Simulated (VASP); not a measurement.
Crystal: CdTe.

```
Cd Te
1.0
     3.80866    0.00000    0.00000
     0.00000    3.80866    0.00000
     0.00000    0.00000    4.99207
Cd Te
1 1
Direct
  0.50000 0.50000 0.50000
  0.00000 0.00000 0.00000
```

* Program: VASP 6.6.1
* Task: relaxation of cell and atoms
* Functional: PBE
* Potentials or basis: VASP PAW PBE potentials, release 64 (Cd, Te)
* Cutoff: 600 eV
* k mesh: 4 × 4 × 4
* Occupations: gaussian, width 0.1 eV
* Spin: no spin polarisation

At the start: pressure -6.5 GPa; volume 36.21 Å³/atom.

Question: How do energy, volume and symmetry change on relaxing?

Answer: Over 11 steps the energy falls by 286.8 meV/atom and the volume is 26.72 Å³/atom (-26.2 %); space group P4/mmm (No. 123, to 0.05 Å).

Step by step:
| step | energy change (eV) | largest force (eV/Å) | pressure (GPa) | volume (Å³) |
| --- | --- | --- | --- | --- |
| 1 | 0.0000 | 0.0000 | -6.46 | 72.41 |
| 2 | -0.4722 | 0.0000 | -3.10 | 58.18 |
| 3 | -0.5235 | 0.0000 | -0.42 | 53.92 |
| 4 | -0.5244 | 0.0000 | 0.11 | 53.25 |
| 5 | -0.5434 | 0.0000 | 0.36 | 53.00 |
| 6 | -0.5599 | 0.0000 | 1.40 | 52.10 |
| 7 | -0.5701 | 0.0000 | 0.82 | 52.55 |
| 8 | -0.5709 | 0.0000 | 0.93 | 52.45 |
| 9 | -0.5711 | 0.0000 | -0.58 | 54.09 |
| 10 | -0.5735 | 0.0000 | 0.13 | 53.28 |
| 11 | -0.5737 | 0.0000 | -0.06 | 53.45 |

Final structure:
```cif
data_structure
_symmetry_space_group_name_H-M 'P 1'
_symmetry_Int_Tables_number 1
_cell_length_a 3.3441
_cell_length_b 3.3441
_cell_length_c 4.7790
_cell_angle_alpha 90.000
_cell_angle_beta 90.000
_cell_angle_gamma 90.000
_cell_volume 53.45
loop_
_atom_site_label
_atom_site_type_symbol
_atom_site_fract_x
_atom_site_fract_y
_atom_site_fract_z
_atom_site_occupancy
Cd1 Cd 0.50000 0.50000 0.50000 1
Te1 Te 0.00000 0.00000 0.00000 1
```

Caveat: the k points lie up to 0.47 Å⁻¹ apart in the final cell; the volume moved by over 15 % at a fixed basis, so the end points are rough.
